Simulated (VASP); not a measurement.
Set up this calculation in VASP 6.6.1, as the native input.

```
Task                   : relaxation of cell and atoms
Functional             : PBE
Potentials or basis    : VASP PAW PBE potentials, release 64 (B, Pd)
Cutoff                 : 600 eV
k mesh                 : 6 × 6 × 6
Occupations            : gaussian, width 0.1 eV
Spin                   : no spin polarisation
Dipole correction      : no
Further INCAR settings : ALGO = Normal; EDIFF = 1e-07; IBRION = 2; EDIFFG = -0.04; NSW = 90; ISIF = 3
```

The structure of BPd4 lies in POSCAR:

```
BPd4
1.0
    5.4520178404      0.0000000000      0.0000000000
   -2.7260089202      4.7215859517      0.0000000000
    0.0000000000      0.0000000000      2.7661746797
B Pd
1 4
Direct
    0.6666666667      0.3333333333      0.0000000000
    0.4970795734      0.5029204266      0.5000000000
    0.4970795734      0.9941591468      0.5000000000
    0.0058408532      0.5029204266      0.5000000000
    0.0000000000      0.0000000000      0.0000000000
```

The cell was built from a structure type or drawn by symmetry, and may not be a known phase.

These files were run (other wordings do the same):

INCAR

```
SYSTEM = BPd4
PREC = Accurate
ENCUT = 600
EDIFF = 1E-7
ISMEAR = 0
SIGMA = 0.1
LREAL = .False.
LASPH = .True.
NELM = 100
ALGO = Normal
ISIF = 3
LWAVE = .False.
LCHARG = .False.
GGA = PE
IBRION = 2
NSW = 90
EDIFFG = -0.04
```

KPOINTS

```
regular mesh
0
Gamma
  6 6 6
  0 0 0
```

Potentials or basis: VASP PAW PBE potentials, release 64 (B, Pd).

The run is started by

```sh
$ cat potpaw_PBE.64/B/POTCAR potpaw_PBE.64/Pd/POTCAR > POTCAR
$ mpirun -np 1 vasp_std > vasp.out
```

It gave:

The relaxed volume is 14.25 Å³/atom, the relaxed cell is a = 5.428 Å, b = 5.428 Å, c = 2.792 Å, α = 90.00°, β = 90.00°, γ = 120.00° and the space group after relaxing (to 0.1 Å) is P-6m2 (No. 187). The energy gained by relaxing is 1.5 meV/atom. The ionic steps are 2, the pressure after relaxing is 0.0 GPa and the largest force after relaxing is 0.007 eV/Å. The band gap on the k mesh is zero (an odd number of electrons rules out a gap without spin polarisation).

Caveat: the k points lie up to 0.38 Å⁻¹ apart in the final cell, too coarse for converged energies and pressures of a metal.

Run time: 97 s on 1 thread of Intel(R) Xeon(R) 6975P-C (Granite Rapids), with other jobs on the host, peak memory 0.25 GiB.
